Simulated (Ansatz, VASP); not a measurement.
## One calculation of Co, two programs

```xyz
2
Lattice="2.4274 0.0000 0.0000 -1.2137 2.1022 0.0000 0.0000 0.0000 3.9230" Properties=species:S:1:pos:R:3 pbc="T T T"
Co    0.0000    1.4014    0.9808
Co    1.2137    0.7007    2.9423
```

Alike in both runs: task single point; functional LDA; k mesh 15 × 15 × 8; occupations fermi-dirac, width 0.3 eV; collinear spin.

|  | VASP | Ansatz |
| --- | --- | --- |
| version | VASP 6.6.1 | Ansatz 0.2.0 |
| potentials or method | VASP PAW LDA potentials, release 64 (Co), cutoff 520 eV | plane waves (420 eV) with PAW, scalar-relativistic |
| valence electrons in the cell | 18 | 34 |

VASP gave:

| Quantity | Value |
| --- | --- |
| pressure (GPa) | -5.8 |
| traceless stress, the component that is largest in VASP (GPa) | -0.73 |
| net moment per atom (μB) | 0.47 |
| size of the moment on the site where the two differ most (μB) | 0.47 |

Estimate Ansatz's values.

pressure (GPa): -3.6; traceless stress, the component that is largest in VASP (GPa): -0.51; net moment per atom (μB): 0.81; size of the moment on the site where the two differ most (μB): 0.83.

The net moments are unlike, so the other rows may belong to different states. Ansatz warns that its potentials were made for another functional, while VASP's fit it. LDA's correlation is that of Perdew and Zunger in VASP and of Perdew and Wang (1992) in Ansatz. Site moments also hang on the region over which each program counts them. VASP's potentials hold 18 valence electrons a cell and Ansatz's 34, so a difference there can come from the potentials and not from the codes.
